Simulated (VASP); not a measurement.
# CdSe in VASP: notebook

CdSe is run at these levels: LDA; tasks: single point.

Program: VASP 6.6.1. These are calculated values, not measurements. Logs are shortened: lines on timing, memory, paths and dates and some standing lists are left out, and cuts for length are marked.

## Step 1: The cell of the first run

The structure is cubic, space group F-43m (No. 216). Conventional cell: a = 6.261 Å, b = 6.261 Å, c = 6.261 Å, α = 90.00°, β = 90.00°, γ = 90.00°. Cd (site symmetry -43m) has 4 Se at 2.71 Å within 3.6 Å. Within 3.6 Å of Se (site symmetry -43m) lie 4 Cd at 2.71 Å.

## Step 2: Single point, LDA (volume scaled by 1.06)

INCAR

```
SYSTEM = CdSe
PREC     = Accurate       ! precision mode
ENCUT    = 520            ! plane-wave cutoff, eV
EDIFF    = 1E-7           ! SCF threshold, eV
ISMEAR   = -1             ! smearing method
SIGMA    = 0.03           ! smearing width, eV
LREAL    = .False.        ! projectors in reciprocal space
LASPH    = .True.         ! aspherical terms in the spheres
NELM     = 100            ! most SCF steps
ALGO     = Normal         ! electronic algorithm
ISIF     = 2              ! what is computed and relaxed
LWAVE    = .False.        ! write WAVECAR
LCHARG   = .False.        ! write CHGCAR
GGA      = CA             ! functional
NBANDS   = 16             ! bands
```

KPOINTS

```
regular mesh
0
Gamma
  8 8 8
  0 0 0
```

POSCAR

```
CdSe
1.0
    0.0000000000      3.1304878824      3.1304878824
    3.1304878824      0.0000000000      3.1304878824
    3.1304878824      3.1304878824      0.0000000000
Cd Se
1 1
Direct
    0.0000000000      0.0000000000      0.0000000000
    0.2500000000      0.2500000000      0.2500000000
```

Potentials or basis: VASP PAW LDA potentials, release 64 (Cd, Se).

Launch:

```
$ cat potpaw_LDA.64/Cd/POTCAR potpaw_LDA.64/Se/POTCAR > POTCAR
$ mpirun -np 1 vasp_std > vasp.out
```

OUTCAR:

```text
SYSTEM = CdSe
   PREC = Accurate
   ENCUT = 520
   EDIFF = 1E-7
   ISMEAR = -1
   LREAL = .False.
   LASPH = .True.
   NELM = 100
   ISIF = 2
   GGA = CA

 ion  position               nearest neighbor table
   1  0.000  0.000  0.000-   2 2.71   2 2.71   2 2.71   2 2.71
   2  0.250  0.250  0.250-   1 2.71   1 2.71   1 2.71   1 2.71

  LATTYP: Found a face centered cubic cell.
 ALAT       =     6.2609757648

  Lattice vectors:

 A1 = (   0.0000000000,   3.1304878824,   3.1304878824)
 A2 = (   3.1304878824,   0.0000000000,   3.1304878824)
 A3 = (   3.1304878824,   3.1304878824,   0.0000000000)

Analysis of symmetry for initial positions (statically):
=====================================================================
 Subroutine PRICEL returns:
 Original cell was already a primitive cell.

 Routine SETGRP: Setting up the symmetry group for a
 face centered cubic supercell.

 Subroutine GETGRP returns: Found 24 space group operations
 (whereof 24 operations were pure point group operations)
 out of a pool of 48 trial point group operations.

The static configuration has the point symmetry T_d .

Analysis of symmetry for dynamics (positions and initial velocities):
=====================================================================
 Subroutine PRICEL returns:
 Original cell was already a primitive cell.

 Routine SETGRP: Setting up the symmetry group for a
 face centered cubic supercell.

 Subroutine GETGRP returns: Found 24 space group operations
 (whereof 24 operations were pure point group operations)
 out of a pool of 48 trial point group operations.

The dynamic configuration has the point symmetry T_d .

 Subroutine INISYM returns: Found 24 space group operations
 (whereof 24 operations are pure point group operations),
 and found     1 'primitive' translations

----------------------------------------------------------------------------------------

                                     Primitive cell

  volume of cell :      61.3573

  direct lattice vectors                    reciprocal lattice vectors
     0.000000000  3.130487882  3.130487882    -0.159719513  0.159719513  0.159719513
     3.130487882  0.000000000  3.130487882     0.159719513 -0.159719513  0.159719513
     3.130487882  3.130487882  0.000000000     0.159719513  0.159719513 -0.159719513

  length of vectors
     4.427178420  4.427178420  4.427178420     0.276642311  0.276642311  0.276642311

  position of ions in fractional coordinates (direct lattice)
     0.000000000  0.000000000  0.000000000
     0.250000000  0.250000000  0.250000000

  ion indices of the primitive-cell ions
   primitive index   ion index
                 1           1
                 2           2

----------------------------------------------------------------------------------------

 KPOINTS: regular mesh

Automatic generation of k-mesh.
 Grid dimensions read from file:
 generate k-points for:    8    8    8

 Generating k-lattice:

  Cartesian coordinates                     Fractional coordinates (reciprocal lattice)
    -0.019964939  0.019964939  0.019964939     0.125000000  0.000000000  0.000000000
     0.019964939 -0.019964939  0.019964939     0.000000000  0.125000000  0.000000000
     0.019964939  0.019964939 -0.019964939     0.000000000  0.000000000  0.125000000

  Length of vectors
     0.034580289  0.034580289  0.034580289

  Shift w.r.t. Gamma in fractional coordinates (k-lattice)
     0.000000000  0.000000000  0.000000000

 Subroutine IBZKPT returns following result:
 ===========================================

 Found     29 irreducible k-points:

 Following reciprocal coordinates:
            Coordinates               Weight
  0.000000  0.000000  0.000000      1.000000
  0.125000  0.000000  0.000000      8.000000
  0.250000  0.000000  0.000000      8.000000
  0.375000  0.000000  0.000000      8.000000
  0.500000  0.000000  0.000000      4.000000
  0.125000  0.125000  0.000000      6.000000
[... 16 lines left out ...]
  0.500000  0.250000  0.125000     48.000000
 -0.375000  0.250000  0.125000     24.000000
 [... further k-points ...]
   k-points           NKPTS =     29   k-points in BZ     NKDIM =     29   number of bands    NBANDS=     16
   number of dos      NEDOS =    301   number of ions     NIONS =      2
   total plane-waves  NPLWV =  46656
   dimension x,y,z NGX =    36 NGY =   36 NGZ =   36
   dimension x,y,z NGXF=    72 NGYF=   72 NGZF=   72
   ions per type =               1   1
   NGX,Y,Z   is equivalent  to a cutoff of  13.52, 13.52, 13.52 a.u.
   NGXF,Y,Z  is equivalent  to a cutoff of  27.04, 27.04, 27.04 a.u.
 SYSTEM =  CdSe
   PREC   = accura    normal or accurate (medium, high low for compatibility)
   ISTART =      0    job   : 0-new  1-cont  2-samecut
   ICHARG =      2    charge: 1-file 2-atom 10-const
   ISPIN  =      1    spin polarized calculation?
   LNONCOLLINEAR =      F non collinear calculations
   LSORBIT =      F    spin-orbit coupling
   LASPH  =      T    aspherical Exc in radial PAW
   ENCUT  =  520.0 eV  38.22 Ry    6.18 a.u.   8.23  8.23  8.23*2*pi/ulx,y,z
   NELM   =    100;   NELMIN=  2; NELMDL= -5     # of ELM steps
   EDIFF  = 0.1E-06   stopping-criterion for ELM
   LREAL  =      F    real-space projection
   EDIFFG = 0.1E-05   stopping-criterion for IOM
   NSW    =      0    number of steps for IOM
   IBRION =     -1    ionic relax: 0-MD 1-quasi-New 2-CG
   NFREE  =      0    steps in history (QN), initial steepest desc. (CG)
   ISIF   =      2    stress and relaxation
   ISYM   =      2    0-nonsym 1-usesym 2-fastsym
   POTIM  = 0.5000    time-step for ionic-motion
   TEBEG  =    0.0;   TEEND  =   0.0 temperature during run
   PSTRESS=    0.0 pullay stress
   NELECT =      18.0000    total number of electrons
   NUPDOWN=      -1.0000    fix difference up-down
   EMIN   =  10.00;   EMAX   =-10.00  energy-range for DOS
   EFERMI =   0.00;   METHOD = LEGACY
   ISMEAR =    -1;   SIGMA  =   0.03  broadening in eV -4-tet -1-fermi 0-gaus
   EFERMI_NEDOS =   21; number of points for ismear=-14 and -15
   IALGO  =     38    algorithm
   IMIX   =      4    mixing-type and parameters
     AMIX     =   0.40;   BMIX     =  1.00
     AMIX_MAG =   1.60;   BMIX_MAG =  1.00
  volume/ion in A,a.u.               =      30.68       207.03
  Fermi-wavevector in a.u.,A,eV,Ry     =   1.087786  2.055618 16.099493  1.183279
  Thomas-Fermi vector in A             =   2.223954
   LORBIT       =      0    0 simple, 1 ext, 2 COOP (PROOUT), +10 PAW based schemes
   GGA     = CA    functional components
   LHFCALC =     F    Hartree Fock is set to
   AEXX    =    0.0000 exact exchange contribution
   IVDW    =     0    specifies the selected vdW correction
   LEPSILON=     F    determine dielectric tensor
   LRPA    =     F    only Hartree local field effects (RPA)
 non-spin polarized calculation
  energy-cutoff  :      520.00
  volume of cell :       61.36
 maximum number of plane-waves:      1676
 NGX is ok and might be reduce to    36
   NGX = 17   NGY = 17   NGZ = 17

 number of electron      18.0000001 magnetization

 Free energy of the ion-electron system (eV)
  ---------------------------------------------------
  ext. energy  EPLUGINS =         0.00000000
  ---------------------------------------------------
  free energy    TOTEN  =        -6.64378359 eV

  energy without entropy =       -6.64370179  energy(sigma->0) =       -6.64374269

 E-fermi :   0.2554     XC(G=0):  -8.9131

 val. band max:        0.1421069198   @ k =   0.0000   0.0000   0.0000
 cond. band min:       0.3291222427   @ k =   0.0000   0.0000   0.0000
 fundamental gap:      0.1870153229
 Fermi energy:         0.2553899367

 k-point     1 :       0.0000    0.0000    0.0000
  band No.  band energies     occupation
      1     -12.0553      2.00000
      2      -7.5464      2.00000
      3      -7.5464      2.00000
      4      -7.5464      2.00000
      5      -7.2527      2.00000
      6      -7.2527      2.00000
[... 8 lines left out ...]
     15      11.0219      0.00000
     16      11.0219      0.00000

 k-point     2 :       0.1250    0.0000    0.0000
  band No.  band energies     occupation
      1     -12.0110      2.00000
      2      -7.5328      2.00000
      3      -7.5328      2.00000
      4      -7.5043      2.00000
      5      -7.2534      2.00000
      6      -7.2534      2.00000
[... 8 lines left out ...]
     15      10.2551      0.00000
     16      10.2551      0.00000

 k-point     3 :       0.2500    0.0000    0.0000
  band No.  band energies     occupation
      1     -11.9029      2.00000
      2      -7.5031      2.00000
      3      -7.5031      2.00000
      4      -7.3672      2.00000
      5      -7.2510      2.00000
      6      -7.2510      2.00000
[... 8 lines left out ...]
     15      10.0034      0.00000
     16      10.0034      0.00000

 k-point     4 :       0.3750    0.0000    0.0000
  band No.  band energies     occupation
      1     -11.7935      2.00000
      2      -7.4796      2.00000
      3      -7.4796      2.00000
      4      -7.2412      2.00000
      5      -7.2412      2.00000
      6      -7.1515      2.00000
[... 8 lines left out ...]
     15      10.7935      0.00000
     16      10.7935      0.00000
[... 324 lines left out ...]
 k-point    22 :       0.3750    0.2500    0.1250
  band No.  band energies     occupation
      1     -11.8229      2.00000
      2      -7.4699      2.00000
      3      -7.4551      2.00000
      4      -7.3275      2.00000
      5      -7.2440      2.00000
      6      -7.2131      2.00000
[... 8 lines left out ...]
     15      11.3127      0.00000
     16      12.2178      0.00000

 k-point    23 :       0.5000    0.2500    0.1250
  band No.  band energies     occupation
      1     -11.7360      2.00000
      2      -7.4478      2.00000
      3      -7.4336      2.00000
      4      -7.2857      2.00000
      5      -7.2353      2.00000
      6      -7.0573      2.00000
[... 8 lines left out ...]
     15      11.4981      0.00000
     16      12.2655      0.00000

 k-point    24 :      -0.3750    0.2500    0.1250
  band No.  band energies     occupation
      1     -11.7002      2.00000
      2      -7.4435      2.00000
      3      -7.4241      2.00000
      4      -7.2675      2.00000
      5      -7.2396      2.00000
      6      -6.9530      2.00000
[... 8 lines left out ...]
     15      11.3936      0.00000
     16      12.2863      0.00000

 [... further k-points ...]
[... 5 lines left out ...]
  --------------------------------------------------------------------------------------
  -------------------------------------------------------------------------------------
  Total       -1.9482659     -1.9482659     -1.9482659      0.0000000      0.0000000      0.0000000
  in kB      -50.8736319    -50.8736319    -50.8736319      0.0000000      0.0000000      0.0000000
  external PRESSURE =     -50.8736319 kB  Pullay stress =       0.0000000 kB

 VOLUME and BASIS-vectors are now :
 -----------------------------------------------------------------------------
  energy-cutoff  :      520.00
  volume of cell :       61.36
      direct lattice vectors                 reciprocal lattice vectors
     0.000000000  3.130487882  3.130487882    -0.159719513  0.159719513  0.159719513
     3.130487882  0.000000000  3.130487882     0.159719513 -0.159719513  0.159719513
     3.130487882  3.130487882  0.000000000     0.159719513  0.159719513 -0.159719513

 POSITION                                       TOTAL-FORCE (eV/Angst)
 -----------------------------------------------------------------------------------
      0.00000      0.00000      0.00000        -0.000000     -0.000000     -0.000000
      1.56524      1.56524      1.56524         0.000000      0.000000      0.000000
 -----------------------------------------------------------------------------------
    total drift:                                0.000000      0.000000      0.000000

  FREE ENERGIE OF THE ION-ELECTRON SYSTEM (eV)
  ---------------------------------------------------
  free  energy   TOTEN  =        -6.6437835903 eV

  energy  without entropy=       -6.6437017888  energy(sigma->0) =       -6.64374269
```

It used 20 s of CPU time on 1 thread of Intel Xeon 6975P-C, on a shared host.

Results:

- Free energy: -6.6438 eV
- Pressure: -5.1 GPa
- Band gap on the k mesh: 0.19 eV, direct

## Step 3: Single point, LDA (equal xx and yy strain of -3 %)

INCAR

```
ALGO = Normal ; EDIFF = 1E-6
ENCUT = 520 ; GGA = CA
ISIF = 2 ; ISMEAR = -1
LASPH = True ; LCHARG = False
LREAL = False ; LWAVE = False
NBANDS = 16 ; NELM = 80
PREC = Accurate ; SIGMA = 0.03
```

KPOINTS

```
k-points
0
Gamma
  8 8 8
```

POSCAR

```
CdSe
1.0
    0.0000000000      2.9781630626      3.0702711986
    2.9781630626      0.0000000000      3.0702711986
    2.9781630626      2.9781630626      0.0000000000
Cd Se
1 1
Direct
    0.0000000000      0.0000000000      0.0000000000
    0.2500000000      0.2500000000      0.2500000000
```

Potentials or basis: VASP PAW LDA potentials, release 64 (Cd, Se).

Launch:

```
$ cat potpaw_LDA.64/Cd/POTCAR potpaw_LDA.64/Se/POTCAR > POTCAR
$ mpirun -np 1 vasp_std > vasp.out
```

Run time: 16 s. Hardware: 1 thread of Intel Xeon 6975P-C, shared host; peak memory 0.19 GiB.

The run converged. Its results:

```
Free energy            : -6.7600 eV
Pressure               : 0.2 GPa
Band gap on the k mesh : 0.39 eV, direct
```

Stress tensor (GPa, compression positive):
```
 0.39  0.00  0.00
 0.00  0.39  0.00
 0.00  0.00 -0.21
```

Levels at points of the mesh, in eV from the valence-band top:
```tsv
k point	band 5	band 6	band 7	band 8	band 9	band 10	band 11	band 12	band 13	band 14
(0.00, 0.00, 0.00)	-7.69	-7.68	-0.11	0.00	0.00	0.39	5.76	5.76	5.77	9.59
(0.50, 0.00, 0.00)	-7.66	-7.37	-4.71	-0.92	-0.77	2.19	6.19	6.40	7.25	9.84
(0.50, 0.50, 0.00)	-7.63	-7.34	-4.47	-1.94	-1.94	2.92	3.78	8.81	10.21	10.21
(0.50, 0.00, 0.50)	-7.62	-7.29	-4.28	-2.10	-2.05	2.81	3.52	9.09	9.97	10.34
```

Caveat: the cell differs from its parent crystal (equal xx and yy strain of -3 %).

## Step 4: Single point, LDA (equal xx and yy strain of -2 %)

INCAR

```
SYSTEM = CdSe
ALGO = Normal
EDIFF = 1E-6
ENCUT = 520
GGA = CA
ISIF = 2
ISMEAR = -1
LASPH = .TRUE.
LCHARG = .FALSE.
LREAL = .FALSE.
LWAVE = .FALSE.
NBANDS = 16
NELM = 80
PREC = Accurate
SIGMA = 0.03
```

KPOINTS

```
k-points
0
G
  8 8 8
  0 0 0
```

POSCAR

```
CdSe
1.0
    0.0000000000      3.0088657746      3.0702711986
    3.0088657746      0.0000000000      3.0702711986
    3.0088657746      3.0088657746      0.0000000000
Cd Se
1 1
Direct
    0.0000000000      0.0000000000      0.0000000000
    0.2500000000      0.2500000000      0.2500000000
```

Launch:

```
$ cat potpaw_LDA.64/Cd/POTCAR potpaw_LDA.64/Se/POTCAR > POTCAR
$ mpirun -np 1 vasp_std > vasp.out
```

It took 18 s on 1 thread of Intel Xeon 6975P-C, shared host; peak memory 0.19 GiB.

The run converged. Its results:

```
Free energy            : -6.7585 eV
Pressure               : -0.9 GPa
Band gap on the k mesh : 0.36 eV, direct
```

Stress tensor (GPa, compression positive):
```
-0.81  0.00  0.00
 0.00 -0.81  0.00
 0.00  0.00 -1.22
```

Levels at points of the mesh, in eV from the valence-band top:
```
           k point  band 5  band 6  band 7  band 8  band 9  band 10  band 11  band 12  band 13  band 14
(0.00, 0.00, 0.00)   -7.63   -7.62   -0.07    0.00    0.00     0.36     5.77     5.77     5.78     9.52
(0.50, 0.00, 0.00)   -7.60   -7.32   -4.57   -0.85   -0.76     2.18     6.23     6.37     7.21     9.80
(0.50, 0.50, 0.00)   -7.56   -7.28   -4.32   -1.89   -1.89     2.94     3.71     8.79    10.09    10.09
(0.50, 0.00, 0.50)   -7.56   -7.25   -4.20   -1.99   -1.96     2.87     3.54     8.97     9.94    10.18
```

Caveat: the cell differs from its parent crystal (equal xx and yy strain of -2 %).

## Step 5: Single point, LDA (zz strain of -2 %)

INCAR

```
PREC = Accurate
ENCUT = 520
EDIFF = 1E-6
ISMEAR = -1
SIGMA = 0.03
LREAL = F
LASPH = T
NELM = 100
ALGO = Normal
ISIF = 2
LWAVE = F
LCHARG = F
GGA = CA
NBANDS = 16
```

KPOINTS

```
regular mesh
0
Gamma
  8 8 8
```

POSCAR

```
CdSe
1.0
    0.0000000000      3.0702711986      3.0088657746
    3.0702711986      0.0000000000      3.0088657746
    3.0702711986      3.0702711986      0.0000000000
Cd Se
1 1
Direct
    0.0000000000      0.0000000000      0.0000000000
    0.2500000000      0.2500000000      0.2500000000
```

Launch:

```
$ cat potpaw_LDA.64/Cd/POTCAR potpaw_LDA.64/Se/POTCAR > POTCAR
$ mpirun -np 1 vasp_std > vasp.out
```

Wall time 19 s (1 thread of Intel Xeon 6975P-C, shared host); peak memory 0.19 GiB.

The run converged. Its results:

* Free energy: -6.7482 eV
* Pressure: -2.0 GPa
* Band gap on the k mesh: 0.30 eV, direct

Stress tensor (GPa, compression positive):
```
-2.11  0.00  0.00
 0.00 -2.11  0.00
 0.00  0.00 -1.71
```

Levels at points of the mesh, in eV from the valence-band top:
| k point | band 5 | band 6 | band 7 | band 8 | band 9 | band 10 | band 11 | band 12 | band 13 | band 14 |
| --- | --- | --- | --- | --- | --- | --- | --- | --- | --- | --- |
| (0.00, 0.00, 0.00) | -7.60 | -7.59 | -0.06 | -0.06 | 0.00 | 0.30 | 5.75 | 5.76 | 5.76 | 9.42 |
| (0.50, 0.00, 0.00) | -7.57 | -7.31 | -4.47 | -0.84 | -0.75 | 2.14 | 6.20 | 6.35 | 7.13 | 9.72 |
| (0.50, 0.50, 0.00) | -7.53 | -7.23 | -4.09 | -1.95 | -1.95 | 2.87 | 3.45 | 8.92 | 9.91 | 9.91 |
| (0.50, 0.00, 0.50) | -7.54 | -7.26 | -4.20 | -1.88 | -1.85 | 2.93 | 3.62 | 8.74 | 9.82 | 10.05 |

Caveat: the cell differs from its parent crystal (zz strain of -2 %).

## Step 6: Overview

```csv
cell,gap on the mesh (eV),pressure (GPa)
"a = 4.427 Å, angles 60.0°, 2 atoms",0.19,-5.1
"a = 4.277, b = 4.277, c = 4.212 Å, angles 60.5, 60.5, 59.0°, 2 atoms",0.39,0.2
"a = 4.299, b = 4.299, c = 4.255 Å, angles 60.3, 60.3, 59.3°, 2 atoms",0.36,-0.9
"a = 4.299, b = 4.299, c = 4.342 Å, angles 59.7, 59.7, 60.7°, 2 atoms",0.30,-2.0
```

Alike in all rows: task single point; level LDA; potentials or basis VASP PAW LDA potentials, release 64 (Cd, Se); no spin polarisation; k mesh 8 × 8 × 8; cutoff (eV) 520; smearing fermi-dirac 0.03 eV.

Absolute energies hang on the potentials; compare differences alone.
